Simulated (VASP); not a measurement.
TaSb4Au, 6 atoms in the cell. It takes space group F-43m (No. 216, cubic). Conventional cell: a = 8.268 Å, b = 8.268 Å, c = 8.268 Å, α = 90.00°, β = 90.00°, γ = 90.00°. Within 4.5 Å of Ta (site symmetry -43m) lie 12 Sb at 3.43 Å and 4 Au at 3.58 Å. Within 3.8 Å of Sb (site symmetry 3m) lie 6 Sb at 2.92 to 2.93 Å and 3 Au at 3.43 Å and 3 Ta at 3.43 Å. Au (site symmetry -43m) has 12 Sb at 3.43 Å and 4 Ta at 3.58 Å within 4.5 Å. 

| Quantity | Value |
| --- | --- |
| Program | VASP 6.6.1 |
| Task | single point |
| Functional | PBE |
| Potentials or basis | VASP PAW PBE potentials, release 64 (Ta_pv, Sb, Au) |
| Cutoff | 520 eV |
| k mesh | 4 × 4 × 4 |
| Occupations | gaussian, width 0.1 eV |
| Spin | no spin polarisation |
| Dipole correction | no |
| Further INCAR settings | ALGO = Normal; EDIFF = 1e-06; NBANDS = 30 |

Potentials or basis: VASP PAW PBE potentials, release 64 (Ta_pv, Sb, Au).

Command:

```console
$ cat potpaw_PBE.64/Ta_pv/POTCAR potpaw_PBE.64/Sb/POTCAR potpaw_PBE.64/Au/POTCAR > POTCAR
$ mpirun -np 1 vasp_std > vasp.out
```

Hardware: 1 thread of Intel(R) Xeon(R) 6975P-C (Granite Rapids), on a shared host.

**Question.** Estimate the wall time of this run.

**Answer.** Run time: 26 s on 1 thread of Intel(R) Xeon(R) 6975P-C (Granite Rapids) (shared host), peak memory 0.32 GiB. Counts: scf iterations 14, k points 8.
